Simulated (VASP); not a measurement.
CdS: elastic constants with LDA

Crystal: CdS.

```
Cd S
1.0
     0.00000    2.61280    2.61280
     2.61280    0.00000    2.61280
     2.61280    2.61280    0.00000
Cd S
1 1
Cartesian
  0.0000 0.0000 0.0000
  2.6128 2.6128 2.6128
```

| Quantity | Value |
| --- | --- |
| Program | VASP 6.6.1 |
| Task | elastic constants |
| Functional | LDA |
| Potentials or basis | VASP PAW LDA potentials, release 64 (Cd, S) |
| Cutoff | 600 eV |
| k mesh | 16 × 16 × 16 |
| Occupations | fermi-dirac, width 0.08 eV |
| Spin | no spin polarisation |
| Dipole correction | no |
| Ions in elastic constants | relaxed |
| Further INCAR settings | ALGO = Normal; EDIFF = 1e-08; IBRION = 6; POTIM = 0.015; NSW = 1; ISIF = 3 |

| Item | Value |
| --- | --- |
| Elastic constants C11, C12, C44 | 222, 70, 36 GPa |
| Voigt bulk modulus | 121 GPa |
| Highest phonon frequency at Γ, LO-TO splitting left out | 197 cm⁻¹ |

Phonon frequencies in cm⁻¹ (negative: imaginary):
```csv
q point,frequencies
"(0.000, 0.000, 0.000)",0 0 0 197 197 197
```

Elastic tensor in Voigt notation (GPa, in the Cartesian axes of the cell as first typed):
```
222  70  70   0   0   0
 70 222  70   0   0   0
 70  70 222   0   0   0
  0   0   0  36   0   0
  0   0   0   0  36   0
  0   0   0   0   0  36
```

Clamped-ion elastic tensor (GPa):
```
222  70  70   0   0   0
 70 222  70   0   0   0
 70  70 222   0   0   0
  0   0   0  36   0   0
  0   0   0   0  36   0
  0   0   0   0   0  36
```

Wall time 33 min on 1 thread of AMD EPYC 9R45 (Zen 5), on a shared host, peak memory 1 GiB.

Caveat: the cell is under stress, which shifts elastic constants.
